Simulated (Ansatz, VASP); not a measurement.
# Zn12SeS11 in VASP and in Ansatz

```xyz
24
Lattice="5.7340 3.3106 0.0000 -5.7340 3.3106 0.0000 0.0000 0.0000 12.5200" Properties=species:S:1:pos:R:3 pbc="T T T"
Zn    0.0000   -0.0093   -0.0092
Zn   -1.9194    3.3152   -0.0092
Zn    1.9194    3.3152   -0.0092
Zn    0.0000   -0.0773    6.2969
Zn   -1.9783    3.3492    6.2969
Zn    1.9783    3.3492    6.2969
Zn    0.0000    2.2070    3.0415
Zn    3.8227    2.2070    3.1242
Zn   -3.8227    2.2070    3.1242
Zn   -3.8282    4.4173    9.4017
Zn    0.0000    4.4077    9.4017
Zn   -1.9058    1.1067    9.4017
S     0.0000   -0.0138    2.3242
S    -1.9233    3.3175    2.3242
S     1.9233    3.3175    2.3242
S     0.0000   -0.0105    8.6267
S    -1.9205    3.3158    8.6267
S     1.9205    3.3158    8.6267
S     3.8227    2.2070    5.4707
S    -3.8227    2.2070    5.4707
S    -3.8292    4.4178   11.7401
S     0.0000    4.4066   11.7401
S    -1.9048    1.1073   11.7401
Se    0.0000    2.2070    5.4772
```

Alike in both runs: functional PBE; k mesh 3 × 3 × 2; occupations fermi-dirac, width 0.01 eV; no spin polarisation.

Ansatz relaxed the structure, and its values are those at the end. VASP's run is a single point on that final structure, the one shown.

|  | VASP | Ansatz |
| --- | --- | --- |
| version | VASP 6.6.1 | Ansatz 0.2.0 |
| potentials or method | VASP PAW PBE potentials, release 64 (Zn, S, Se) | plane-wave PAW, scalar-relativistic |
| plane-wave cutoff (eV) | 520 | 420 |
| valence electrons in the cell | 216 | 226 |

Ansatz gave:

| Quantity | Value |
| --- | --- |
| gap on the k mesh at the Fermi level (eV) | 2.06 |
| pressure (GPa) | 2.3 |

Question: Estimate VASP's values.

Answer: gap on the k mesh at the Fermi level (eV): 2.07; pressure (GPa): 2.5.

The functional is the same, so the differences come from potentials, cutoffs and numerics. VASP's potentials hold 216 valence electrons a cell and Ansatz's 226, so a difference there can come from the potentials and not from the codes. Ansatz's warnings: stress scf threshold loose.
